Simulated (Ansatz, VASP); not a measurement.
**AlNi: VASP beside Ansatz**

File INCAR:

```
SYSTEM = AlNi
  PREC = Accurate
  ENCUT = 520
  EDIFF = 1E-6
  ISMEAR = 0
  SIGMA = 0.15
  LREAL = .FALSE.
  LASPH = .TRUE.
  NELM = 80
  ALGO = Fast
  ISIF = 2
  LWAVE = .FALSE.
  LCHARG = .TRUE.
  GGA = PE
  LELF = .TRUE.
  LVHAR = .TRUE.
  NBANDS = 28
```

File KPOINTS:

```
Automatic mesh
0
G
  15 15 5
  0 0 0
```

File POSCAR:

```
AlNi
1.0
    0.0000000000     -2.8927237813      0.0000000000
    0.0000000000      0.0000000000     -2.8927237813
   10.6781713440     -1.2053015755     -1.2053015755
Al Ni
3 3
Direct
    0.7460306210     -0.2539693790      0.6095265096
    0.9717811801     -0.0282188199      0.0677251677
    0.8589059006     -0.1410940994      0.3386258387
    0.1895929812      0.1895929812      0.7449768450
    0.4153435403      0.4153435403      0.2031755032
    0.3024682608      0.3024682608      0.4740761741
```

Input for Ansatz:

```yaml
crystal:
  lattice:
    - [0.0, -2.8927237813, 0.0]
    - [0.0, 0.0, -2.8927237813]
    - [10.678171344, -1.2053015755, -1.2053015755]
  atoms:
    - { symbol: Al, position: [0.746030621, -0.253969379, 0.6095265096] }
    - { symbol: Al, position: [0.9717811801, -0.0282188199, 0.0677251677] }
    - { symbol: Al, position: [0.8589059006, -0.1410940994, 0.3386258387] }
    - { symbol: Ni, position: [0.1895929812, 0.1895929812, 0.744976845] }
    - { symbol: Ni, position: [0.4153435403, 0.4153435403, 0.2031755032] }
    - { symbol: Ni, position: [0.3024682608, 0.3024682608, 0.4740761741] }
basis:
  ecutwfc: 520.0
kpoints:
  mp_grid: { grid: [15, 15, 5] }
hamiltonian:
  xc: pbe
  pseudopotentials: { kind: paw, azcp: { folder: soft_1 } }
scf:
  occupations: { method: gaussian, width: 0.15 }
output:
  forces: true
  stress: true
  eigenvalues: true
```

Alike in both runs: task single point; functional PBE; k mesh 15 × 15 × 5; occupations gaussian, width 0.15 eV; no spin polarisation.

|  | VASP | Ansatz |
| --- | --- | --- |
| version | VASP 6.6.1 | Ansatz 0.2.0 |
| potentials or method | VASP PAW PBE potentials, release 64 (Al, Ni), cutoff 520 eV | scalar-relativistic, plane waves, PAW |
| valence electrons in the cell | 39 | 63 |

```tsv
	VASP	Ansatz	Ansatz less VASP
gap on the k mesh at the Fermi level (eV)	none	none	-
pressure (GPa)	-5.2	-5.5	-0.28
traceless stress, the component that is largest in VASP (GPa)	-0.46	-0.46	-0.002
rms of the force components (eV/Å)	0.239	0.242	+0.0029
```

Atom by atom the forces differ by 0.004 eV/Å (rms over components). A gap of «none» marks a metal or a gap that the smearing closes. VASP's potentials hold 39 valence electrons a cell and Ansatz's 63, so a difference there can come from the potentials and not from the codes.
